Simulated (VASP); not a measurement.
Wanted: the native input for a VASP 6.6.1 run.

| Property | Result |
| --- | --- |
| Task | single point |
| Functional | PBE |
| Potentials or basis | VASP PAW PBE potentials, release 64 (Ti_sv, C) |
| Cutoff | 600 eV |
| k mesh | 14 × 14 × 14 |
| Occupations | gaussian, width 0.02 eV |
| Spin | no spin polarisation |
| Dipole correction | no |
| Further INCAR settings | ALGO = Normal; EDIFF = 1e-06; NBANDS = 15 |

The structure of TiC lies in POSCAR:

```
TiC
1.0
    0.0000000000      2.2687000000      2.2687000000
    2.2687000000      0.0000000000      2.2687000000
    2.2687000000      2.2687000000      0.0000000000
Ti C
1 1
Direct
    0.0000000000      0.0000000000      0.0000000000
    0.2500000000      0.2500000000      0.2500000000
```

This cell differs from its parent crystal: volume scaled by 0.884 of the coarse rest volume.

One way to write it, as run:

INCAR

```
PREC = Accurate
ENCUT = 600
EDIFF = 1E-6
ISMEAR = 0
SIGMA = 0.02
LREAL = F
LASPH = T
NELM = 120
ALGO = Normal
ISIF = 2
LWAVE = F
LCHARG = F
GGA = PE
NBANDS = 15
GGA_COMPAT = F
```

KPOINTS

```
Automatic mesh
0
Gamma
  14 14 14
```

Potentials or basis: VASP PAW PBE potentials, release 64 (Ti_sv, C).

The run is started by

```sh
$ cat potpaw_PBE.64/Ti_sv/POTCAR potpaw_PBE.64/C/POTCAR > POTCAR
$ mpirun -np 1 vasp_std > vasp.out
```

Results of the run:

```
Pressure               : 25.5 GPa
Band gap on the k mesh : 0.31 eV, direct
```

Run time: 22 s on 1 thread of AMD EPYC 9R45 96-Core Processor (Zen 5), on a shared host, peak memory 0.16 GiB.
